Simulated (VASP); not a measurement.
# BN: G0W0 quasiparticle levels with PBE

BN:

```
B N
1.0
     0.01398    1.80076    1.80076
     1.80076    0.01398    1.80076
     1.80076    1.80076    0.01398
B N
1 1
Direct
  0.00005 0.00005 0.00005
  0.24995 0.24995 0.24995
```

- Program: VASP 6.6.1
- Task: G0W0 quasiparticle levels
- Functional: PBE
- Potentials or basis: VASP PAW PBE potentials, release 64 (B_GW, N_GW)
- Cutoff: 500 eV
- k mesh: 6 × 6 × 6
- Occupations: gaussian, width 0.01 eV
- Spin: no spin polarisation
- Dipole correction: no
- GW scheme: G0W0
- GW iterations: 1
- Cutoff of the response function: 150
- Frequency points: 96
- Empty bands: 48
- Further INCAR settings: ALGO = EVGW0; EDIFF = 1e-08; NBANDS = 52

```
Quasiparticle gap                                   : 5.95 eV
Least direct quasiparticle gap                      : 10.78 eV
Band gap of the starting levels on the mesh         : 4.46 eV
Least direct gap of the starting levels on the mesh : 8.67 eV
```

Wall time 81 s on 1 thread of Intel(R) Xeon(R) Platinum 8559C (Emerald Rapids), on a shared host, peak memory 0.25 GiB.

Caveat: the k points lie up to 0.51 Å⁻¹ apart; bands, screening cutoff and mesh are small and nothing is extrapolated, so the quasiparticle values aren't converged.
